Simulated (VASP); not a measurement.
# SnSe2 (P-3m1) in VASP: a series of runs, part 3 of 3

VASP 6.6.1.

### Step 5. Relaxation of cell and atoms, r2SCAN, target pressure 3 GPa, at which the enthalpy is minimised

This run uses another cell than the first one, of 27.01 Å³/atom.

Input file POSCAR:

```
SnSe2
1.0
    3.8045307375      0.0000000000      0.0000000000
   -1.9022653688      3.2948202682      0.0000000000
    0.0000000000      0.0000000000      6.4634224174
Sn Se
1 2
Direct
    0.0000000000      0.0000000000      0.0000000000
    0.6666666667      0.3333333333      0.7587693519
    0.3333333333      0.6666666667      0.2412306481
```

Input file INCAR.step1:

```
  PREC = Accurate
  ENCUT = 600
  ISMEAR = 0
  SIGMA = 0.02
  LREAL = F
  LASPH = T
  NELM = 80
  GGA = PE
  ALGO = Normal
  EDIFF = 1E-4
  LWAVE = T
  LCHARG = F
```

Input file INCAR.step2:

```
  PREC = Accurate
  ENCUT = 600
  EDIFF = 1E-6
  ISMEAR = 0
  SIGMA = 0.02
  LREAL = F
  LASPH = T
  NELM = 80
  ALGO = Normal
  ISIF = 3
  LWAVE = F
  LCHARG = F
  METAGGA = R2SCAN
  LMIXTAU = T
  IBRION = 2
  NSW = 70
  EDIFFG = -0.008
  PSTRESS = 30.0
  ISTART = 1
```

Input file KPOINTS:

```
Automatic mesh
0
Gamma
  12 12 4
```

Potentials or basis: VASP PAW PBE potentials, release 64 (Sn_d, Se).

Run with:

```
$ cat potpaw_PBE.64/Sn_d/POTCAR potpaw_PBE.64/Se/POTCAR > POTCAR
$ cp INCAR.step1 INCAR
$ mpirun -np 1 vasp_std > vasp.out
$ cp INCAR.step2 INCAR
$ mpirun -np 1 vasp_std > vasp.out
```

OUTCAR:

```text
PREC = Accurate
   ENCUT = 600
   EDIFF = 1E-6
   ISMEAR = 0
   LREAL = F
   LASPH = T
   NELM = 80
   ISIF = 3
   METAGGA = R2SCAN
   IBRION = 2
   NSW = 70
   EDIFFG = -0.008
   PSTRESS = 30.0
   ISTART = 1

 ion  position               nearest neighbor table
   1  0.000  0.000  0.000-   2 2.69   3 2.69   2 2.69   3 2.69   2 2.69   3 2.69
   2  0.667  0.333  0.759-   1 2.69   1 2.69   1 2.69
   3  0.333  0.667  0.241-   1 2.69   1 2.69   1 2.69

  LATTYP: Found a hexagonal cell.
 ALAT       =     3.8045307375
 C/A-ratio  =     1.6988750685

  Lattice vectors:

 A1 = (   3.8045307375,   0.0000000000,   0.0000000000)
 A2 = (  -1.9022653688,   3.2948202682,   0.0000000000)
 A3 = (   0.0000000000,   0.0000000000,   6.4634224174)

Analysis of symmetry for initial positions (statically):
=====================================================================
 Subroutine PRICEL returns:
 Original cell was already a primitive cell.

 Routine SETGRP: Setting up the symmetry group for a
 hexagonal supercell.

 Subroutine GETGRP returns: Found 12 space group operations
 (whereof 12 operations were pure point group operations)
 out of a pool of 24 trial point group operations.

The static configuration has the point symmetry D_3d.

Analysis of symmetry for dynamics (positions and initial velocities):
=====================================================================
 Subroutine PRICEL returns:
 Original cell was already a primitive cell.

 Routine SETGRP: Setting up the symmetry group for a
 hexagonal supercell.

 Subroutine GETGRP returns: Found 12 space group operations
 (whereof 12 operations were pure point group operations)
 out of a pool of 24 trial point group operations.

The dynamic configuration has the point symmetry D_3d.

 Subroutine INISYM returns: Found 12 space group operations
 (whereof 12 operations are pure point group operations),
 and found     1 'primitive' translations

----------------------------------------------------------------------------------------

                                     Primitive cell

  volume of cell :      81.0206

  direct lattice vectors                    reciprocal lattice vectors
     3.804530737  0.000000000  0.000000000     0.262844505  0.151753346  0.000000000
    -1.902265369  3.294820268  0.000000000     0.000000000  0.303506692  0.000000000
     0.000000000  0.000000000  6.463422417     0.000000000  0.000000000  0.154716795

  length of vectors
     3.804530737  3.804530738  6.463422417     0.303506692  0.303506692  0.154716795

  position of ions in fractional coordinates (direct lattice)
     0.000000000  0.000000000  0.000000000
     0.666666667  0.333333333  0.758769352
     0.333333333  0.666666667  0.241230648

  ion indices of the primitive-cell ions
   primitive index   ion index
                 1           1
                 2           2
                 3           3

----------------------------------------------------------------------------------------

 KPOINTS: Automatic mesh

Automatic generation of k-mesh.
 Grid dimensions read from file:
 generate k-points for:   12   12    4

 Generating k-lattice:

  Cartesian coordinates                     Fractional coordinates (reciprocal lattice)
     0.021903709  0.012646112  0.000000000     0.083333333 -0.000000000  0.000000000
     0.000000000  0.025292224  0.000000000     0.000000000  0.083333333  0.000000000
     0.000000000  0.000000000  0.038679199     0.000000000  0.000000000  0.250000000

  Length of vectors
     0.025292224  0.025292224  0.038679199

  Shift w.r.t. Gamma in fractional coordinates (k-lattice)
     0.000000000  0.000000000  0.000000000

 Subroutine IBZKPT returns following result:
 ===========================================

 Found     69 irreducible k-points:

 Following reciprocal coordinates:
            Coordinates               Weight
  0.000000  0.000000  0.000000      1.000000
  0.083333  0.000000  0.000000      6.000000
  0.166667  0.000000  0.000000      6.000000
  0.250000  0.000000  0.000000      6.000000
  0.333333  0.000000  0.000000      6.000000
  0.416667  0.000000  0.000000      6.000000
[... 16 lines left out ...]
  0.166667  0.000000  0.250000      6.000000
  0.000000  0.166667  0.250000      6.000000
 [... further k-points ...]
   k-points           NKPTS =     69   k-points in BZ     NKDIM =     69   number of bands    NBANDS=     17
   number of dos      NEDOS =    301   number of ions     NIONS =      3
   total plane-waves  NPLWV =  48600
   dimension x,y,z NGX =    30 NGY =   30 NGZ =   54
   dimension x,y,z NGXF=    60 NGYF=   60 NGZF=  108
   ions per type =               1   2
   NGX,Y,Z   is equivalent  to a cutoff of  13.11, 13.11, 13.89 a.u.
   NGXF,Y,Z  is equivalent  to a cutoff of  26.22, 26.22, 27.78 a.u.
 SYSTEM =  unknown system
   PREC   = accura    normal or accurate (medium, high low for compatibility)
   ISTART =      1    job   : 0-new  1-cont  2-samecut
   ICHARG =      0    charge: 1-file 2-atom 10-const
   ISPIN  =      1    spin polarized calculation?
   LNONCOLLINEAR =      F non collinear calculations
   LSORBIT =      F    spin-orbit coupling
   LASPH  =      T    aspherical Exc in radial PAW
   ENCUT  =  600.0 eV  44.10 Ry    6.64 a.u.   7.60  7.60 12.91*2*pi/ulx,y,z
   NELM   =     80;   NELMIN=  2; NELMDL=  0     # of ELM steps
   EDIFF  = 0.1E-05   stopping-criterion for ELM
   LREAL  =      F    real-space projection
   EDIFFG = -.8E-02   stopping-criterion for IOM
   NSW    =     70    number of steps for IOM
   IBRION =      2    ionic relax: 0-MD 1-quasi-New 2-CG
   NFREE  =      1    steps in history (QN), initial steepest desc. (CG)
   ISIF   =      3    stress and relaxation
   ISYM   =      2    0-nonsym 1-usesym 2-fastsym
   POTIM  = 0.5000    time-step for ionic-motion
   TEBEG  =    0.0;   TEEND  =   0.0 temperature during run
   PSTRESS=   30.0 pullay stress
   NELECT =      26.0000    total number of electrons
   NUPDOWN=      -1.0000    fix difference up-down
   EMIN   =  10.00;   EMAX   =-10.00  energy-range for DOS
   EFERMI =   0.00;   METHOD = LEGACY
   ISMEAR =     0;   SIGMA  =   0.02  broadening in eV -4-tet -1-fermi 0-gaus
   EFERMI_NEDOS =   21; number of points for ismear=-14 and -15
   IALGO  =     38    algorithm
   IMIX   =      4    mixing-type and parameters
     AMIX     =   0.40;   BMIX     =  1.00
     AMIX_MAG =   1.60;   BMIX_MAG =  1.00
  volume/ion in A,a.u.               =      27.01       182.25
  Fermi-wavevector in a.u.,A,eV,Ry     =   1.120816  2.118034 17.092014  1.256228
  Thomas-Fermi vector in A             =   2.257465
   LORBIT       =      0    0 simple, 1 ext, 2 COOP (PROOUT), +10 PAW based schemes
   METAGGA = R2SCAN    functional components
   LHFCALC =     F    Hartree Fock is set to
   AEXX    =    0.0000 exact exchange contribution
   IVDW    =     0    specifies the selected vdW correction
   LEPSILON=     F    determine dielectric tensor
   LRPA    =     F    only Hartree local field effects (RPA)
 conjugate gradient relaxation of ions
 non-spin polarized calculation
 Gauss-broadening in eV      SIGMA  =   0.02
  energy-cutoff  :      600.00
  volume of cell :       81.02
 maximum number of plane-waves:      2738
   NGX = 15   NGY = 15   NGZ = 25

--------------------------------------- Ionic step        1  -------------------------------------------

 number of electron      25.9999998 magnetization

 Free energy of the ion-electron system (eV)
  ---------------------------------------------------
  ext. energy  EPLUGINS =         0.00000000
  ---------------------------------------------------
  free energy    TOTEN  =       -54.62638699 eV

  energy without entropy =      -54.62638699  energy(sigma->0) =      -54.62638699

 E-fermi :   3.4148     XC(G=0):  -9.7194

 val. band max:        3.2936240449   @ k =   0.1667   0.0000   0.0000
 cond. band min:       4.3892326979   @ k =   0.5000   0.0000   0.5000
 fundamental gap:      1.0956086530
 Fermi energy:         3.4148223030
[... 1070 lines left out ...]
      6     -10.3964      2.00000
[... 9 lines left out ...]
     16       9.6247      0.00000
     17       9.6760      0.00000

 [... further k-points ...]

[... ionic steps 4 to 9 ...]

--------------------------------------- Ionic step       10  -------------------------------------------

 number of electron      25.9999994 magnetization

------------------------ aborting loop because EDIFF is reached ----------------------------------------
[... 73 lines left out ...]
--------------------------------------- Ionic step       12  -------------------------------------------

 number of electron      25.9999995 magnetization

 Free energy of the ion-electron system (eV)
  ---------------------------------------------------
  ext. energy  EPLUGINS =         0.00000000
  ---------------------------------------------------
  free energy    TOTEN  =       -54.57707061 eV

  energy without entropy =      -54.57707061  energy(sigma->0) =      -54.57707061

 E-fermi :   4.5967     XC(G=0): -10.2390

 val. band max:        4.4343905241   @ k =   0.0833   0.0833   0.0000
 cond. band min:       5.2726127081   @ k =   0.0000   0.4167   0.2500
 fundamental gap:      0.8382221840
 Fermi energy:         4.5966975576
[... 514 lines left out ...]
  energy  without entropy=      -54.5770706069  energy(sigma->0) =      -54.57707061

  enthalpy is  TOTEN    =       -53.1789402981 eV   P V=        1.3981303088

 reached required accuracy - stopping structural energy minimisation
```

Run time: 27 min. Hardware: 1 thread of Intel Xeon 6975P-C (Granite Rapids), shared host; peak memory 0.33 GiB.

What came out:

* Free energy: -54.5771 eV
* Relaxed volume: 24.89 Å³/atom
* Relaxed cell: a = 3.797 Å, b = 3.797 Å, c = 5.979 Å, α = 90.00°, β = 90.00°, γ = 120.00°
* Space group after relaxing (to 0.1 Å): P-3m1 (No. 164)
* Energy change on relaxing (the run minimises the enthalpy): +16.4 meV/atom
* Ionic steps: 12
* Pressure after relaxing: 3.0 GPa
* Largest force after relaxing: 0.006 eV/Å
* Band gap on the k mesh: 0.84 eV (least direct gap 1.41 eV)

Forces on the atoms (eV/Å):
```
Sn   0.000  0.000  0.000
Se   0.000  0.000 -0.006
Se   0.000  0.000  0.006
```

The path:
| step | energy change (eV) | largest force (eV/Å) | pressure (GPa) | volume (Å³) |
| --- | --- | --- | --- | --- |
| 1 | 0.0000 | 0.2805 | 2.01 | 81.02 |
| 2 | 0.0231 | 0.3835 | 3.33 | 79.08 |
| 3 | 0.0393 | 0.4364 | 4.04 | 78.12 |
| 4 | 0.0375 | 0.3681 | 3.90 | 77.82 |
| 5 | 0.0381 | 0.1663 | 3.55 | 76.89 |
| 6 | 0.0666 | 0.2300 | 3.00 | 75.05 |
| 7 | 0.0522 | 0.0872 | 3.18 | 75.70 |
| 8 | 0.0445 | 0.0760 | 2.96 | 75.51 |
| 9 | 0.0426 | 0.0527 | 2.59 | 75.06 |
| 10 | 0.0430 | 0.0519 | 2.59 | 75.04 |
| 11 | 0.0540 | 0.0442 | 3.29 | 74.43 |
| 12 | 0.0493 | 0.0058 | 3.00 | 74.67 |

Final structure:
```cif
data_structure
_symmetry_space_group_name_H-M 'P 1'
_symmetry_Int_Tables_number 1
_cell_length_a 3.7974
_cell_length_b 3.7974
_cell_length_c 5.9792
_cell_angle_alpha 90.000
_cell_angle_beta 90.000
_cell_angle_gamma 120.000
_cell_volume 74.67
loop_
_atom_site_label
_atom_site_type_symbol
_atom_site_fract_x
_atom_site_fract_y
_atom_site_fract_z
_atom_site_occupancy
Sn1 Sn 0.00000 0.00000 0.00000 1
Se1 Se 0.66667 0.33333 0.73691 1
Se2 Se 0.33333 0.66667 0.26309 1
```

Caveat: the cell is relaxed towards a set pressure, so the run minimises the enthalpy, not the energy; the PAW data sets were made with another functional, which shifts forces and pressure a little; spin-orbit coupling is left out, which moves the levels of the heavy elements.

### Step 6. Relaxation of cell and atoms, r2SCAN, target pressure 8 GPa, at which the enthalpy is minimised

This run uses another cell than the first one, of 22.96 Å³/atom.

Input file POSCAR:

```
SnSe2
1.0
    3.6962808224      0.0000000000      0.0000000000
   -1.8481404112      3.2010730917      0.0000000000
    0.0000000000      0.0000000000      5.8210902784
Sn Se
1 2
Direct
    0.0000000000      0.0000000000      0.0000000000
    0.6666666667      0.3333333333      0.7369664484
    0.3333333333      0.6666666667      0.2630335516
```

INCAR.step1 is that of step 5.

INCAR.step2: that of step 5 with these lines changed.

```diff
@@ -17,3 +17,3 @@
   EDIFFG = -0.008
-  PSTRESS = 30.0
+  PSTRESS = 80.0
   ISTART = 1
```

Input file KPOINTS:

```
Automatic mesh
0
Gamma
  12 12 6
```

Potentials or basis: VASP PAW PBE potentials, release 64 (Sn_d, Se).

Run with:

```
$ cat potpaw_PBE.64/Sn_d/POTCAR potpaw_PBE.64/Se/POTCAR > POTCAR
$ cp INCAR.step1 INCAR
$ mpirun -np 1 vasp_std > vasp.out
$ cp INCAR.step2 INCAR
$ mpirun -np 1 vasp_std > vasp.out
```

Wall time 1.6 h (1 thread of Intel Xeon 8259CL, shared host); peak memory 0.34 GiB.

It converged, with:

```
Free energy                                                : -54.3761 eV
Relaxed volume                                             : 22.87 Å³/atom
Relaxed cell                                               : a = 3.740 Å, b = 3.740 Å, c = 5.664 Å, α = 90.00°, β = 90.00°, γ = 120.00°
Space group after relaxing (to 0.1 Å)                      : P-3m1 (No. 164)
Energy change on relaxing (the run minimises the enthalpy) : -15.5 meV/atom
Ionic steps                                                : 12
Pressure after relaxing                                    : 8.0 GPa
Largest force after relaxing                               : 0.005 eV/Å
Band gap on the k mesh                                     : 0.40 eV (least direct gap 1.36 eV)
```

Forces in eV/Å, atoms in the order of the input:
```
Sn   0.000  0.000  0.000
Se   0.000  0.000  0.005
Se   0.000  0.000 -0.005
```

Step by step:
```csv
step,energy change (eV),largest force (eV/Å),pressure (GPa),volume (Å³)
1,0.0000,0.8034,11.11,68.88
2,-0.2098,0.2958,2.99,73.41
3,-0.1303,0.2758,7.18,70.84
4,-0.1092,0.1897,7.45,70.20
5,-0.0357,0.0467,8.36,68.50
6,-0.0480,0.0880,7.77,68.66
7,-0.0484,0.0906,7.73,68.67
8,-0.0228,0.0656,8.74,68.17
9,-0.0386,0.0272,8.14,68.47
10,-0.0472,0.0099,7.97,68.63
11,-0.0461,0.0118,8.00,68.61
12,-0.0465,0.0052,8.01,68.62
```

Final structure:
```
Sn Se
1.0
     3.74033    0.00000    0.00000
    -1.87016    3.23922    0.00000
     0.00000    0.00000    5.66356
Sn Se
1 2
Direct
  0.00000 0.00000 0.00000
  0.66667 0.33333 0.72310
  0.33333 0.66667 0.27690
```

Levels at points of the mesh, in eV from the valence-band top:
```csv
k point,band 11,band 12,band 13,band 14,band 15,band 16
"(0.00, 0.00, 0.00)",-1.03,-1.03,-0.12,1.24,3.21,4.84
"(0.50, 0.00, 0.00)",-3.42,-2.47,-0.61,1.41,3.78,4.83
"(0.00, 0.00, 0.50)",-1.38,-0.58,-0.58,3.09,3.16,4.20
"(0.50, 0.00, 0.50)",-2.39,-1.64,-1.61,0.87,4.01,4.74
```

Caveat: the cell is relaxed towards a set pressure, so the run minimises the enthalpy, not the energy; the PAW data sets were made with another functional, which shifts forces and pressure a little; spin-orbit coupling is left out, which moves the levels of the heavy elements. A k mesh can miss the band edges.

### Step 7. Overview

| task | cell | k mesh | cutoff (eV) | gap on the mesh (eV) | pressure (GPa) | largest force (eV/Å) |
| --- | --- | --- | --- | --- | --- | --- |
| single point | a = 3.841, b = 3.841, c = 6.786 Å, angles 90.0, 90.0, 120.0°, 3 atoms, atomic positions A | 12 × 12 × 4 | 520 | 1.03 | -0.2 | 0.01 |
| single point | a = 3.841, b = 3.841, c = 6.916 Å, angles 90.0, 90.0, 120.0°, 3 atoms, atomic positions B | 12 × 12 × 4 | 520 | 1.04 | -0.2 | 0.01 |
| relaxation of cell and atoms | relaxed to 3 GPa from a = 3.805, b = 3.805, c = 6.463 Å, angles 90.0, 90.0, 120.0°, 3 atoms, atomic positions C | 12 × 12 × 4 | 600 | 0.84 | 3.0 | 0.01 |
| relaxation of cell and atoms | relaxed to 8 GPa from a = 3.696, b = 3.696, c = 5.821 Å, angles 90.0, 90.0, 120.0°, 3 atoms, atomic positions D | 12 × 12 × 6 | 600 | 0.40 | 8.0 | 0.01 |

Alike in all rows: level r2SCAN; potentials or basis VASP PAW PBE potentials, release 64 (Sn_d, Se); no spin polarisation; smearing gaussian 0.02 eV.

Caveats: the PAW data sets were made with another functional, which shifts forces and pressure a little; spin-orbit coupling is left out, which moves the levels of the heavy elements; the cell is relaxed towards a set pressure, so the run minimises the enthalpy, not the energy (at least some runs).

Absolute energies hang on the potentials; compare differences alone.
